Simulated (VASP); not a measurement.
Runs of VASP 6.6.1 on BeTe. The structure is that of space group F-43m (No. 216), or close to it. The cells are those of the table. 

```csv
level,spin,cell,smearing,gap on the mesh (eV),pressure (GPa)
PBE,off,"a = 4.006 Å, angles 60.0°, 2 atoms",fermi-dirac 0.025 eV,2.02,0.1
PBE,off,"a = 4.006 Å, angles 60.0°, 2 atoms",gaussian 0.05 eV,2.02,0.1
PBE+D3(BJ),off,"a = 4.006 Å, angles 60.0°, 2 atoms",gaussian 0.05 eV,2.02,-2.4
PBE,off,"a = 4.006 Å, angles 60.0°, 2 atoms",methfessel-paxton 0.025 eV,2.02,0.1
PBE,off,"a = 4.058 Å, angles 60.0°, 2 atoms",gaussian 0.05 eV,2.11,-2.0
PBE,off,"a = 3.961 Å, angles 60.0°, 2 atoms",gaussian 0.05 eV,(c),2.1
PBE,off,"a = 3.979 Å, angles 60.0°, 2 atoms",gaussian 0.05 eV,(b),1.3
PBE,"collinear, ferromagnetic start","a = 4.006 Å, angles 60.0°, 2 atoms",gaussian 0.05 eV,2.02,0.1
PBE,off,"a = 4.032 Å, angles 60.0°, 2 atoms",gaussian 0.05 eV,2.06,(a)
```

Alike in all rows: task single point; potentials or basis VASP PAW PBE potentials, release 64 (Be, Te); k mesh 10 × 10 × 10; cutoff (eV) 520.

**Question.** Fill in the values left out.

**Answer.** (a) -1.0; (b) 1.97; (c) 1.93.

Caveats: spin-orbit coupling is left out, which moves the levels of the heavy elements; three body term missing (some runs).

A k mesh can miss the band edges, and the runs leave out spin-orbit coupling on Te.
